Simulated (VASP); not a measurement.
## NbAl2C2: relaxation of cell and atoms with PBE

Crystal: NbAl2C2.

```xyz
5
Lattice="3.2953 0.0000 0.0000 -1.6476 2.8538 0.0000 0.0000 0.0000 8.0634" Properties=species:S:1:pos:R:3 pbc="T T T"
Al    1.6476    0.9513    5.8753
Al    1.6476    0.9513    2.1881
Nb    0.0000    0.0000    0.0000
C     0.0000    0.0000    4.0317
C     0.0000    1.9025    4.0317
```

| Item | Value |
| --- | --- |
| Program | VASP 6.6.1 |
| Task | relaxation of cell and atoms |
| Functional | PBE |
| Potentials or basis | VASP PAW PBE potentials, release 64 (Al, Nb_sv, C) |
| Cutoff | 600 eV |
| k mesh | 6 × 6 × 2 |
| Occupations | gaussian, width 0.1 eV |
| Spin | no spin polarisation |
| Dipole correction | no |
| Further INCAR settings | ALGO = Normal; EDIFF = 1e-06; IBRION = 2; EDIFFG = -0.04; NSW = 90; ISIF = 3 |

```
Relaxed volume                         : 14.47 Å³/atom
Relaxed cell                           : a = 2.639 Å, b = 2.639 Å, c = 11.988 Å, α = 90.00°, β = 90.00°, γ = 120.00°
Space group after relaxing (to 0.05 Å) : P-6m2 (No. 187)
Energy gained by relaxing              : 1024.5 meV/atom
Ionic steps                            : 26
Pressure after relaxing                : -0.4 GPa
Largest force after relaxing           : 0.038 eV/Å
```

Forces in eV/Å, atoms in the order of the input:
```
Al   0.000  0.000 -0.038
Al   0.000  0.000  0.038
Nb   0.000  0.000  0.000
C    0.000  0.000  0.000
C    0.000  0.000  0.000
```

Step by step:
| step | energy change (eV) | largest force (eV/Å) | pressure (GPa) | volume (Å³) |
| --- | --- | --- | --- | --- |
| 1 | 0.0000 | 0.2149 | -21.15 | 75.83 |
| 2 | -2.0787 | 0.1252 | 9.53 | 55.67 |
| 3 | -2.0862 | 0.2088 | 5.70 | 56.71 |
| 4 | -2.6227 | 1.5489 | 4.86 | 57.04 |
| 5 | -3.6533 | 1.0818 | 32.32 | 55.69 |
| 6 | -3.7999 | 1.4142 | 14.28 | 56.63 |
| 7 | -3.9020 | 1.6452 | 20.44 | 56.33 |
| 8 | -3.8602 | 1.3417 | 25.90 | 56.03 |
| 9 | -4.0434 | 1.0330 | 21.87 | 57.95 |
| 10 | -4.1508 | 0.8273 | 17.82 | 60.63 |
| 11 | -4.3680 | 0.8677 | 10.15 | 62.19 |
| 12 | -4.5030 | 0.9364 | 0.16 | 64.63 |
| 13 | -4.5038 | 0.9423 | -0.50 | 64.82 |
| 14 | -4.5210 | 0.9156 | -0.49 | 64.82 |
| 15 | -4.5698 | 0.8386 | -0.40 | 64.82 |
| 16 | -4.6551 | 0.6926 | -0.07 | 64.80 |
| 17 | -4.7865 | 0.5092 | 1.26 | 64.77 |
| 18 | -4.8072 | 0.4567 | 5.79 | 64.71 |
| 19 | -4.8540 | 0.1443 | 3.07 | 64.74 |
| 20 | -4.9194 | 0.1969 | 1.88 | 65.97 |
| 21 | -5.0707 | 0.1472 | -1.60 | 69.67 |
| 22 | -5.0343 | 0.0552 | -6.11 | 77.24 |
| 23 | -5.0988 | 0.0471 | -3.76 | 73.04 |
| 24 | -5.1129 | 0.0343 | 0.78 | 72.69 |
| 25 | -5.1201 | 0.0071 | -0.95 | 72.82 |
| 26 | -5.1224 | 0.0379 | -0.39 | 72.33 |

Final structure:
```xyz
5
Lattice="2.6395 0.0000 0.0000 -1.3197 2.2859 0.0000 0.0000 0.0000 11.9884" Properties=species:S:1:pos:R:3 pbc="T T T"
Al    1.3197    0.7620    9.4762
Al    1.3197    0.7620    2.5123
Nb    0.0000    0.0000    0.0000
C     0.0000    0.0000    5.9942
C     0.0000    1.5239    5.9942
```

Levels at points of the mesh, in eV from the Fermi level:
```tsv
k point	band 11	band 12	band 13	band 14	band 15	band 16	band 17
(0.00, 0.00, 0.00)	-3.15	-2.79	-1.94	0.57	0.57	3.45	4.50
(0.50, 0.00, 0.00)	-2.87	-2.06	-2.00	-0.23	1.56	1.91	2.92
(0.00, 0.00, 0.50)	-3.15	-2.51	-2.43	0.57	0.57	4.50	4.54
(0.50, 0.00, 0.50)	-2.68	-2.18	-2.03	-0.03	1.01	2.20	3.33
```

It took 8.3 min on 1 thread of Intel(R) Xeon(R) Platinum 8259CL CPU @ 2.50GHz (Skylake/Cascade Lake) (shared host), peak memory 0.24 GiB.

Caveat: the k points lie up to 0.46 Å⁻¹ apart in the final cell.
